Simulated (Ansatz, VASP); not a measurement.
# SiP5 in VASP and in Ansatz

File INCAR:

```
  PREC = Accurate
  ENCUT = 520
  EDIFF = 1E-6
  ISMEAR = 0
  SIGMA = 0.1
  LREAL = False
  LASPH = True
  NELM = 80
  ALGO = Normal
  ISIF = 2
  LWAVE = False
  LCHARG = True
  GGA = PE
  LELF = True
  LVHAR = True
  NBANDS = 24
```

File KPOINTS:

```
regular mesh
0
Gamma
  4 4 4
```

Contents of POSCAR:

```
SiP5
1.0
    0.0000000000      3.8710800500      3.8710800500
    3.8710800500      0.0000000000      3.8710800500
    3.8710800500      3.8710800500      0.0000000000
Si P
1 5
Direct
    0.0000000000      0.0000000000      0.0000000000
    0.6247520300      0.1257439000      0.6247520300
    0.2500000000      0.2500000000      0.2500000000
    0.1257439000      0.6247520300      0.6247520300
    0.6247520300      0.6247520300      0.6247520300
    0.6247520300      0.6247520300      0.1257439000
```

Input for Ansatz:

```yaml
crystal:
  lattice:
    - [0.0, 3.87108005, 3.87108005]
    - [3.87108005, 0.0, 3.87108005]
    - [3.87108005, 3.87108005, 0.0]
  atoms:
    - { symbol: Si, position: [0.0, 0.0, 0.0] }
    - { symbol: P, position: [0.62475203, 0.1257439, 0.62475203] }
    - { symbol: P, position: [0.25, 0.25, 0.25] }
    - { symbol: P, position: [0.1257439, 0.62475203, 0.62475203] }
    - { symbol: P, position: [0.62475203, 0.62475203, 0.62475203] }
    - { symbol: P, position: [0.62475203, 0.62475203, 0.1257439] }
basis:
  ecutwfc: 420
kpoints:
  mp_grid: { grid: [4, 4, 4] }
hamiltonian:
  xc: pbe
scf:
  occupations: { method: gaussian, width: 0.1 }
  lower_state_search: "off"
output:
  forces: true
  stress: true
  eigenvalues: true
```

Change from the starting cell: species swapped into the Be5Au type (F-43m, No. 216).

Alike in both runs: task single point; functional PBE; k mesh 4 × 4 × 4; occupations gaussian, width 0.1 eV; no spin polarisation.

|  | VASP | Ansatz |
| --- | --- | --- |
| version | VASP 6.6.1 | Ansatz 0.2.0 |
| potentials or method | VASP PAW PBE potentials, release 64 (Si, P), cutoff 520 eV | scalar-relativistic, plane waves, PAW |
| valence electrons in the cell | 29 | 29 |

```tsv
	VASP	Ansatz	Ansatz less VASP
gap on the k mesh at the Fermi level (eV)	none	none	-
pressure (GPa)	-13.0	-13.0	+0.06
rms of the force components (eV/Å)	0.003	0.003	-0.0001
```

Atom by atom the forces differ by 0.000 eV/Å (rms over components). A gap of «none» marks a metal or a gap that the smearing closes.
